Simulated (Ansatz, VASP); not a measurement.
**Two plane-wave programs on AgI**

```
CELL_PARAMETERS angstrom
0.00000 3.28857 3.28857
3.28857 0.00000 3.28857
3.28857 3.28857 0.00000
ATOMIC_POSITIONS crystal
Ag 0.00000 0.00000 0.00000
I 0.25000 0.25000 0.25000
```

Alike in both runs: task single point; functional PBE; k mesh 4 × 4 × 4; non-collinear spin, spin-orbit coupling.

|  | VASP | Ansatz |
| --- | --- | --- |
| version | VASP 6.6.1 | Ansatz 0.2.0 |
| potentials or method | VASP PAW PBE potentials, release 64 (Ag, I) | plane waves, PAW |
| plane-wave cutoff (eV) | 500 | 420 |
| occupations | gaussian, width 0.01 eV | fixed |
| valence electrons in the cell | 18 | 36 |

|  | VASP | Ansatz | Ansatz less VASP |
| --- | --- | --- | --- |
| net moment per atom (μB) | 0.00 | 0.00 | 0.000 |

VASP's potentials hold 18 valence electrons a cell and Ansatz's 36, so a difference there can come from the potentials and not from the codes. Ansatz's warnings: optics gap not shown off mesh.

The k mesh is coarse, so the values compare programs but aren't converged.
